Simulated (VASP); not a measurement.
A run of VASP 6.6.1 is set up as follows.

Contents of POSCAR:

```
MgI2
1.0
    0.0000000000      3.7557205859      3.7181633801
    3.7557205859      0.0000000000      3.7181633801
    3.7557205859      3.7557205859      0.0000000000
Mg I
1 2
Direct
    0.0000000000      0.0000000000      0.0000000000
    0.2500000000      0.2500000000      0.2500000000
    0.7500000000      0.7500000000      0.7500000000
```

File INCAR.step1:

```
PREC = Accurate
ENCUT = 520
EDIFF = 1E-5
ISMEAR = 0
SIGMA = 0.01
LREAL = False
LASPH = True
NELM = 100
ALGO = Normal
ISIF = 2
LWAVE = True
NBANDS = 15
GGA = PE
```

Contents of INCAR.step2:

```
PREC = Accurate
ENCUT = 520
EDIFF = 1E-6
ISMEAR = 0
SIGMA = 0.01
LREAL = False
LASPH = True
NELM = 100
ALGO = Normal
ISIF = 2
LWAVE = False
LCHARG = True
GGA = PE
LHFCALC = True
HFSCREEN = 0.2079
PRECFOCK = Normal
LELF = True
LVHAR = True
NBANDS = 15
ISTART = 1
```

KPOINTS

```
regular mesh
0
Gamma
  4 4 4
```

Potentials or basis: VASP PAW PBE potentials, release 64 (Mg, I).

Launch:

```console
$ cat potpaw_PBE.64/Mg/POTCAR potpaw_PBE.64/I/POTCAR > POTCAR
$ cp INCAR.step1 INCAR
$ mpirun -np 1 vasp_std > vasp.out
$ cp INCAR.step2 INCAR
$ mpirun -np 1 vasp_std > vasp.out
```

(1) What does it give for the band gap on the k mesh?

(2) Estimate the pressure.

## Answers

(1) 1.33 eV (least direct gap 1.68 eV).

(2) -0.3 GPa.

Caveat: the cell differs from its parent crystal (uniaxial z strain -1.0%); the structure was generated, so it needn't be the stable form of MgI2; the PAW data sets were made with another functional, which shifts forces and pressure a little; spin-orbit coupling is left out, which moves the levels of the heavy elements.
